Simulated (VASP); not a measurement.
A run of VASP 6.6.1 is set up as follows.

The input INCAR:

```
SYSTEM = BN
ALGO = Normal
EDIFF = 1E-7
ENCUT = 520
GGA = PS
ISIF = 2
ISMEAR = -1
LASPH = .True.
LCHARG = .False.
LREAL = .False.
LWAVE = .False.
NBANDS = 11
NELM = 60
PREC = Accurate
SIGMA = 0.05
```

Contents of KPOINTS:

```
k-points
0
Gamma
  13 13 13
  0 0 0
```

The input POSCAR:

```
BN
1.0
    0.0000000000      3.4953158300      2.1660912400
    1.2516321000      0.0000000000      2.1660912400
    1.2516321000      3.4953158300      0.0000000000
N B
1 1
Direct
    0.6666513400      0.6666513400      0.3333486600
    0.0000486500      0.0000486500      0.9999513500
```

Potentials or basis: VASP PAW PBE potentials, release 64 (N, B).

Launch:

```bash
$ cat potpaw_PBE.64/N/POTCAR potpaw_PBE.64/B/POTCAR > POTCAR
$ mpirun -np 1 vasp_std > vasp.out
```

Question: What does it give for the band gap on the k mesh?

Answer: 3.79 eV (least direct gap 4.59 eV).

Question: Estimate the pressure.

Answer: 0.9 GPa.

Forces in eV/Å, atoms in the order of the input:
```
N    0.000  0.000 -0.010
B    0.000  0.000  0.010
```

Caveat: the PAW data sets were made with another functional, which shifts forces and pressure a little. A k mesh can miss the band edges.
